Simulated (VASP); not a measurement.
Set up this calculation in VASP 6.6.1, as the native input.

```yaml
Task: single point
Functional: PBE
Dispersion: D3(BJ)
Potentials_or_basis: VASP PAW PBE potentials, release 64 (In_d, P)
Cutoff: 520 eV
k_mesh: 6 × 6 × 6
Occupations: gaussian, width 0.1 eV
Spin: no spin polarisation
Dipole_correction: no
Further_INCAR_settings: ALGO = Fast; EDIFF = 1e-06; NBANDS = 56
```

The structure of In2P lies in POSCAR:

```
In2P
1.0
    7.0767699817      0.0000000000      0.0000000000
   -3.5383849908      6.1286625809      0.0000000000
    0.0000000000      0.0000000000      6.9629213549
In P
6 3
Direct
    0.3602894612      0.2640476591      0.3145258884
    0.7359523409      0.0962418021      0.6478592217
    0.9037581979      0.6397105388      0.9811925550
    0.2640476591      0.3602894612      0.6854741116
    0.0962418021      0.7359523409      0.3521407783
    0.6397105388      0.9037581979      0.0188074450
    0.5174445046      0.0000000000      0.3333333333
    0.0000000000      0.5174445046      0.6666666667
    0.4825554954      0.4825554954      0.0000000000
```

These files were run (other wordings do the same):

INCAR

```
  PREC = Accurate
  ENCUT = 520
  EDIFF = 1E-6
  ISMEAR = 0
  SIGMA = 0.1
  LREAL = False
  LASPH = True
  NELM = 80
  ALGO = Fast
  ISIF = 2
  LWAVE = False
  LCHARG = True
  GGA = PE
  IVDW = 12
  LELF = True
  LVHAR = True
  NBANDS = 56
```

KPOINTS

```
regular mesh
0
Gamma
  6 6 6
```

Potentials or basis: VASP PAW PBE potentials, release 64 (In_d, P).

Command:

```sh
$ cat potpaw_PBE.64/In_d/POTCAR potpaw_PBE.64/P/POTCAR > POTCAR
$ mpirun -np 1 vasp_std > vasp.out
```

It gave:

| Property | Result |
| --- | --- |
| Pressure | -1.3 GPa |
| Largest force | 0.025 eV/Å |
| Band gap on the k mesh | zero (an odd number of electrons rules out a gap without spin polarisation) |
| Dispersion energy per atom | -0.240 eV |

Caveat: three body term missing; spin-orbit coupling is left out, which moves the levels of the heavy elements.

Wall time 20 min on 1 thread of Oxide Virtual Turin-like Processor, on a shared host, peak memory 0.63 GiB.
